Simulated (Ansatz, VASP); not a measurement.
# One calculation of BN, two programs

File INCAR:

```
PREC = Accurate
ENCUT = 520
EDIFF = 1E-6
ISMEAR = 0
SIGMA = 0.05
LREAL = F
LASPH = T
NELM = 80
ALGO = Normal
ISIF = 2
LWAVE = F
LCHARG = F
NBANDS = 16
```

File KPOINTS:

```
regular mesh
0
Gamma
  12 12 6
```

The input POSCAR:

```
BN
1.0
    2.5539396017      0.0000000000      0.0000000000
   -1.2769698009      2.2117765748      0.0000000000
    0.0000000000      0.0000000000      4.2268550000
B N
2 2
Direct
    0.6666666667      0.3333333333      0.9760657482
    0.3333333333      0.6666666667      0.4997240000
    0.6666666667      0.3333333333      0.6252760000
    0.3333333333      0.6666666667      0.1252760000
```

Input for Ansatz:

```yaml
crystal:
  lattice:
    - [2.5539396017, 0.0, 0.0]
    - [-1.2769698009, 2.2117765748, 0.0]
    - [0.0, 0.0, 4.226855]
  atoms:
    - { symbol: B, position: [0.6666666667, 0.3333333333, 0.9760657482] }
    - { symbol: B, position: [0.3333333333, 0.6666666667, 0.499724] }
    - { symbol: "N", position: [0.6666666667, 0.3333333333, 0.625276] }
    - { symbol: "N", position: [0.3333333333, 0.6666666667, 0.125276] }
basis:
  ecutwfc: 420
kpoints:
  mp_grid: { grid: [12, 12, 6] }
hamiltonian:
  xc: lda
scf:
  occupations: { method: gaussian, width: 0.05 }
output:
  forces: true
  stress: true
  eigenvalues: true
```

Alike in both runs: task single point; functional LDA; k mesh 12 × 12 × 6; occupations gaussian, width 0.05 eV; no spin polarisation.

|  | VASP | Ansatz |
| --- | --- | --- |
| version | VASP 6.6.1 | Ansatz 0.2.0 |
| potentials or method | VASP PAW LDA potentials, release 64 (B, N), cutoff 520 eV | scalar-relativistic, plane waves, PAW |
| valence electrons in the cell | 16 | 16 |

VASP gave:

* gap on the k mesh at the Fermi level (eV): 4.02
* least direct gap on the mesh (eV): 7.55
* pressure (GPa): -11.6
* traceless stress, the component that is largest in VASP (GPa): 1.58
* rms of the force components (eV/Å): 1.335

Task: What did Ansatz give for the same quantities?

Result: gap on the k mesh at the Fermi level (eV): 4.05; least direct gap on the mesh (eV): 7.56; pressure (GPa): -12.4; traceless stress, the component that is largest in VASP (GPa): 1.44; rms of the force components (eV/Å): 1.331.

LDA's correlation is that of Perdew and Zunger in VASP and of Perdew and Wang (1992) in Ansatz. Atom by atom the forces differ by 0.006 eV/Å (rms over components).
